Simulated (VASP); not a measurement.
# MgO (Fm-3m) in VASP: a series of runs

The runs below take MgO through single point, relaxation of cell and atoms, with PBE+D3(BJ).

Program: VASP 6.6.1. These are calculated values, not measurements. Logs are shortened: lines on timing, memory, paths and dates and some standing lists are left out, and cuts for length are marked.

### Step 1. The cell of the first run

Symmetry: Fm-3m, No. 225, cubic system. Conventional cell: a = 4.194 Å, b = 4.194 Å, c = 4.194 Å, α = 90.00°, β = 90.00°, γ = 90.00°. Mg (site symmetry m-3m) has 6 O at 2.10 Å within 2.8 Å. Within 2.8 Å of O (site symmetry m-3m) lie 6 Mg at 2.10 Å.

### Step 2. Single point, PBE+D3(BJ)

Contents of INCAR:

```
ALGO = Normal ; EDIFF = 1E-6
ENCUT = 600 ; GGA = PE
GGA_COMPAT = False ; ISIF = 2
ISMEAR = 0 ; IVDW = 12
LASPH = True ; LCHARG = False
LREAL = False ; LWAVE = False
NBANDS = 11 ; NELM = 120
PREC = Accurate ; SIGMA = 0.1
```

Contents of KPOINTS:

```
k-points
0
Gamma
  8 8 8
```

Contents of POSCAR:

```
MgO
1.0
    0.0000000000      2.0970013100      2.0970013100
    2.0970013100      0.0000000000      2.0970013100
    2.0970013100      2.0970013100      0.0000000000
Mg O
1 1
Direct
    0.0000000000      0.0000000000      0.0000000000
    0.5000000000      0.5000000000      0.5000000000
```

Potentials or basis: VASP PAW PBE potentials, release 64 (Mg, O).

Command:

```console
cat potpaw_PBE.64/Mg/POTCAR potpaw_PBE.64/O/POTCAR > POTCAR
mpirun -np 1 vasp_std > vasp.out
```

OUTCAR:

```text
EDIFF = 1E-6
   ENCUT = 600
   GGA = PE
   ISIF = 2
   ISMEAR = 0
   IVDW = 12
   LASPH = True
   LREAL = False
   NELM = 120
   PREC = Accurate
 IVDW          = 12

 ion  position               nearest neighbor table
   1  0.000  0.000  0.000-   2 2.10   2 2.10   2 2.10   2 2.10   2 2.10   2 2.10
   2  0.500  0.500  0.500-   1 2.10   1 2.10   1 2.10   1 2.10   1 2.10   1 2.10

  LATTYP: Found a face centered cubic cell.
 ALAT       =     4.1940026200

  Lattice vectors:

 A1 = (   0.0000000000,   2.0970013100,   2.0970013100)
 A2 = (   2.0970013100,   0.0000000000,   2.0970013100)
 A3 = (   2.0970013100,   2.0970013100,   0.0000000000)

Analysis of symmetry for initial positions (statically):
=====================================================================
 Subroutine PRICEL returns:
 Original cell was already a primitive cell.

 Routine SETGRP: Setting up the symmetry group for a
 face centered cubic supercell.

 Subroutine GETGRP returns: Found 48 space group operations
 (whereof 48 operations were pure point group operations)
 out of a pool of 48 trial point group operations.

The static configuration has the point symmetry O_h .

Analysis of symmetry for dynamics (positions and initial velocities):
=====================================================================
 Subroutine PRICEL returns:
 Original cell was already a primitive cell.

 Routine SETGRP: Setting up the symmetry group for a
 face centered cubic supercell.

 Subroutine GETGRP returns: Found 48 space group operations
 (whereof 48 operations were pure point group operations)
 out of a pool of 48 trial point group operations.

The dynamic configuration has the point symmetry O_h .

 Subroutine INISYM returns: Found 48 space group operations
 (whereof 48 operations are pure point group operations),
 and found     1 'primitive' translations

----------------------------------------------------------------------------------------

                                     Primitive cell

  volume of cell :      18.4428

  direct lattice vectors                    reciprocal lattice vectors
     0.000000000  2.097001310  2.097001310    -0.238435712  0.238435712  0.238435712
     2.097001310  0.000000000  2.097001310     0.238435712 -0.238435712  0.238435712
     2.097001310  2.097001310  0.000000000     0.238435712  0.238435712 -0.238435712

  length of vectors
     2.965607693  2.965607693  2.965607693     0.412982767  0.412982767  0.412982767

  position of ions in fractional coordinates (direct lattice)
     0.000000000  0.000000000  0.000000000
     0.500000000  0.500000000  0.500000000

  ion indices of the primitive-cell ions
   primitive index   ion index
                 1           1
                 2           2

----------------------------------------------------------------------------------------

 KPOINTS: k-points

Automatic generation of k-mesh.
 Grid dimensions read from file:
 generate k-points for:    8    8    8

 Generating k-lattice:

  Cartesian coordinates                     Fractional coordinates (reciprocal lattice)
    -0.029804464  0.029804464  0.029804464     0.125000000  0.000000000  0.000000000
     0.029804464 -0.029804464  0.029804464     0.000000000  0.125000000  0.000000000
     0.029804464  0.029804464 -0.029804464     0.000000000  0.000000000  0.125000000

  Length of vectors
     0.051622846  0.051622846  0.051622846

  Shift w.r.t. Gamma in fractional coordinates (k-lattice)
     0.000000000  0.000000000  0.000000000

 Subroutine IBZKPT returns following result:
 ===========================================

 Found     29 irreducible k-points:

 Following reciprocal coordinates:
            Coordinates               Weight
  0.000000  0.000000  0.000000      1.000000
  0.125000  0.000000  0.000000      8.000000
  0.250000  0.000000  0.000000      8.000000
  0.375000  0.000000  0.000000      8.000000
  0.500000  0.000000  0.000000      4.000000
  0.125000  0.125000  0.000000      6.000000
[... 16 lines left out ...]
  0.500000  0.250000  0.125000     48.000000
 -0.375000  0.250000  0.125000     24.000000
 [... further k-points ...]
   k-points           NKPTS =     29   k-points in BZ     NKDIM =     29   number of bands    NBANDS=     11
   number of dos      NEDOS =    301   number of ions     NIONS =      2
   total plane-waves  NPLWV =  13824
   dimension x,y,z NGX =    24 NGY =   24 NGZ =   24
   dimension x,y,z NGXF=    48 NGYF=   48 NGZF=   48
   ions per type =               1   1
   NGX,Y,Z   is equivalent  to a cutoff of  13.45, 13.45, 13.45 a.u.
   NGXF,Y,Z  is equivalent  to a cutoff of  26.91, 26.91, 26.91 a.u.
 SYSTEM =  unknown system
   PREC   = accura    normal or accurate (medium, high low for compatibility)
   ISTART =      0    job   : 0-new  1-cont  2-samecut
   ICHARG =      2    charge: 1-file 2-atom 10-const
   ISPIN  =      1    spin polarized calculation?
   LNONCOLLINEAR =      F non collinear calculations
   LSORBIT =      F    spin-orbit coupling
   LASPH  =      T    aspherical Exc in radial PAW
   ENCUT  =  600.0 eV  44.10 Ry    6.64 a.u.   5.92  5.92  5.92*2*pi/ulx,y,z
   NELM   =    120;   NELMIN=  2; NELMDL= -5     # of ELM steps
   EDIFF  = 0.1E-05   stopping-criterion for ELM
   LREAL  =      F    real-space projection
   EDIFFG = 0.1E-04   stopping-criterion for IOM
   NSW    =      0    number of steps for IOM
   IBRION =     -1    ionic relax: 0-MD 1-quasi-New 2-CG
   NFREE  =      0    steps in history (QN), initial steepest desc. (CG)
   ISIF   =      2    stress and relaxation
   ISYM   =      2    0-nonsym 1-usesym 2-fastsym
   POTIM  = 0.5000    time-step for ionic-motion
   TEBEG  =    0.0;   TEEND  =   0.0 temperature during run
   PSTRESS=    0.0 pullay stress
   NELECT =       8.0000    total number of electrons
   NUPDOWN=      -1.0000    fix difference up-down
   EMIN   =  10.00;   EMAX   =-10.00  energy-range for DOS
   EFERMI =   0.00;   METHOD = LEGACY
   ISMEAR =     0;   SIGMA  =   0.10  broadening in eV -4-tet -1-fermi 0-gaus
   EFERMI_NEDOS =   21; number of points for ismear=-14 and -15
   IALGO  =     38    algorithm
   IMIX   =      4    mixing-type and parameters
     AMIX     =   0.40;   BMIX     =  1.00
     AMIX_MAG =   1.60;   BMIX_MAG =  1.00
  volume/ion in A,a.u.               =       9.22        62.23
  Fermi-wavevector in a.u.,A,eV,Ry     =   1.239261  2.341864 20.895391  1.535768
  Thomas-Fermi vector in A             =   2.373752
   LORBIT       =      0    0 simple, 1 ext, 2 COOP (PROOUT), +10 PAW based schemes
   GGA     = PE    functional components
   LHFCALC =     F    Hartree Fock is set to
   AEXX    =    0.0000 exact exchange contribution
   IVDW    =    12    specifies the selected vdW correction
   LEPSILON=     F    determine dielectric tensor
   LRPA    =     F    only Hartree local field effects (RPA)
 non-spin polarized calculation
 Gauss-broadening in eV      SIGMA  =   0.10
  energy-cutoff  :      600.00
  volume of cell :       18.44
 maximum number of plane-waves:       636
   NGX = 11   NGY = 11   NGZ = 11

 number of electron       8.0000004 magnetization

 Free energy of the ion-electron system (eV)
  ---------------------------------------------------
  ext. energy  EPLUGINS =         0.00000000
  ---------------------------------------------------
  free energy    TOTEN  =       -11.90108620 eV

  energy without entropy =      -11.90108620  energy(sigma->0) =      -11.90108620

 E-fermi :   3.8325     XC(G=0): -11.1395

 val. band max:        3.2823661309   @ k =   0.0000   0.0000   0.0000
 cond. band min:       8.1366824894   @ k =   0.0000   0.0000   0.0000
 fundamental gap:      4.8543163585
 Fermi energy:         3.8324634045

 k-point     1 :       0.0000    0.0000    0.0000
  band No.  band energies     occupation
      1     -14.0467      2.00000
      2       3.2824      2.00000
      3       3.2824      2.00000
      4       3.2824      2.00000
      5       8.1367      0.00000
      6      19.1577      0.00000
      7      19.1577      0.00000
      8      19.1577      0.00000
      9      23.1074      0.00000
     10      24.8979      0.00000
     11      24.8979      0.00000

 k-point     2 :       0.1250    0.0000    0.0000
  band No.  band energies     occupation
      1     -13.8799      2.00000
      2       2.3238      2.00000
      3       3.1769      2.00000
      4       3.1769      2.00000
      5       9.0492      0.00000
      6      17.4742      0.00000
      7      19.5244      0.00000
      8      19.5244      0.00000
      9      23.9518      0.00000
     10      23.9518      0.00000
     11      25.3126      0.00000

 k-point     3 :       0.2500    0.0000    0.0000
  band No.  band energies     occupation
      1     -13.4459      2.00000
      2       0.5996      2.00000
      3       2.9342      2.00000
      4       2.9342      2.00000
      5      10.4905      0.00000
      6      15.9419      0.00000
      7      20.0448      0.00000
      8      20.0448      0.00000
      9      23.5609      0.00000
     10      23.5609      0.00000
     11      25.4902      0.00000

 k-point     4 :       0.3750    0.0000    0.0000
  band No.  band energies     occupation
      1     -12.9554      2.00000
      2      -0.8306      2.00000
      3       2.7058      2.00000
      4       2.7058      2.00000
      5      11.1799      0.00000
      6      15.7866      0.00000
      7      19.8929      0.00000
      8      19.8929      0.00000
      9      24.6904      0.00000
     10      24.8811      0.00000
     11      24.8811      0.00000
[... 239 lines left out ...]
 k-point    22 :       0.3750    0.2500    0.1250
  band No.  band energies     occupation
      1     -13.1350      2.00000
      2       0.2370      2.00000
      3       2.1136      2.00000
      4       2.6562      2.00000
      5      11.9065      0.00000
      6      14.8257      0.00000
      7      18.5110      0.00000
      8      20.9826      0.00000
      9      21.5177      0.00000
     10      25.8775      0.00000
     11      29.3333      0.00000

 k-point    23 :       0.5000    0.2500    0.1250
  band No.  band energies     occupation
      1     -12.7487      2.00000
      2      -0.4669      2.00000
      3       1.5301      2.00000
      4       2.3998      2.00000
      5      12.8887      0.00000
      6      15.0288      0.00000
      7      17.3490      0.00000
      8      20.5868      0.00000
      9      23.1118      0.00000
     10      25.8605      0.00000
     11      29.5216      0.00000

 k-point    24 :      -0.3750    0.2500    0.1250
  band No.  band energies     occupation
      1     -12.5767      2.00000
      2      -0.7673      2.00000
      3       1.3198      2.00000
      4       2.2789      2.00000
      5      13.0479      0.00000
      6      15.6061      0.00000
      7      16.9143      0.00000
      8      20.3413      0.00000
      9      23.9640      0.00000
     10      25.5359      0.00000
     11      29.6537      0.00000

 [... further k-points ...]

------------------------ aborting loop because EDIFF is reached ----------------------------------------

 Edisp (eV)   -0.59405

 E8    (eV) :    -0.2327

  FORCE on cell =-STRESS in cart. coord.  units (eV):
  Direction    XX          YY          ZZ          XY          YZ          ZX
  --------------------------------------------------------------------------------------
  -------------------------------------------------------------------------------------
  Total       0.06937     0.06937     0.06937    -0.00000    -0.00000     0.00000
  in kB       6.02618     6.02618     6.02618    -0.00000    -0.00000     0.00000
  external pressure =        6.03 kB  Pullay stress =        0.00 kB

 VOLUME and BASIS-vectors are now :
 -----------------------------------------------------------------------------
  energy-cutoff  :      600.00
  volume of cell :       18.44
      direct lattice vectors                 reciprocal lattice vectors
     0.000000000  2.097001310  2.097001310    -0.238435712  0.238435712  0.238435712
     2.097001310  0.000000000  2.097001310     0.238435712 -0.238435712  0.238435712
     2.097001310  2.097001310  0.000000000     0.238435712  0.238435712 -0.238435712

 POSITION                                       TOTAL-FORCE (eV/Angst)
 -----------------------------------------------------------------------------------
      0.00000      0.00000      0.00000        -0.000000     -0.000000      0.000000
      2.09700      2.09700      2.09700         0.000000      0.000000      0.000000
 -----------------------------------------------------------------------------------
    total drift:                               -0.000000     -0.000000      0.000000

  FREE ENERGIE OF THE ION-ELECTRON SYSTEM (eV)
  ---------------------------------------------------
  free  energy   TOTEN  =       -12.4951390619 eV

  energy  without entropy=      -12.4951390619  energy(sigma->0) =      -12.49513906
```

Run time: 5.6 s. Hardware: 1 thread of Intel Xeon Platinum 8259CL at 2.50GHz (Skylake/Cascade Lake), shared host; peak memory 0.15 GiB.

What came out:

| Quantity | Value |
| --- | --- |
| Free energy | -12.4951 eV |
| Pressure | 0.6 GPa |
| Band gap on the k mesh | 4.85 eV, direct |
| Dispersion energy per atom | -0.297 eV |

Levels at points of the mesh, in eV from the valence-band top:
```
           k point  band 1  band 2  band 3  band 4  band 5  band 6  band 7  band 8
(0.00, 0.00, 0.00)  -17.33    0.00    0.00    0.00    4.85   15.88   15.88   15.88
(0.50, 0.00, 0.00)  -16.01   -4.67   -0.67   -0.67    7.98   12.75   16.45   16.45
(0.50, 0.50, 0.00)  -15.75   -4.14   -1.37   -1.37    9.14   10.11   13.24   19.17
```

(Part 1 of 2 ends here.)
